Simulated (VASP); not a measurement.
A run of VASP 6.6.1 is set up as follows.

File INCAR:

```
PREC = Accurate ; ENCUT = 600
EDIFF = 1E-6 ; ISMEAR = -1
SIGMA = 0.08 ; LREAL = F
LASPH = T ; NELM = 120
ALGO = Normal ; ISIF = 2
LWAVE = F ; LCHARG = F
GGA = CA ; NBANDS = 11
GGA_COMPAT = F
```

File KPOINTS:

```
Automatic mesh
0
Gamma
  17 17 17
```

File POSCAR:

```
BeS
1.0
    0.0000000000      1.9212167788      1.9212167788
    1.9212167788      0.0000000000      1.9212167788
    1.9212167788      1.9212167788      0.0000000000
Be S
1 1
Direct
    0.0000000000      0.0000000000      0.0000000000
    0.5000000000      0.5000000000      0.5000000000
```

Potentials or basis: VASP PAW LDA potentials, release 64 (Be, S).

The run is started by

```sh
$ cat potpaw_LDA.64/Be/POTCAR potpaw_LDA.64/S/POTCAR > POTCAR
$ mpirun -np 1 vasp_std > vasp.out
```

Task: Predict the pressure.

Result: 156.1 GPa.

Task: What does it give for the band gap on the k mesh?

Result: 0.53 eV, indirect (least direct gap 3.01 eV).

A k mesh can miss the band edges. LDA gaps usually lie below the measured ones, often by a third to a half.
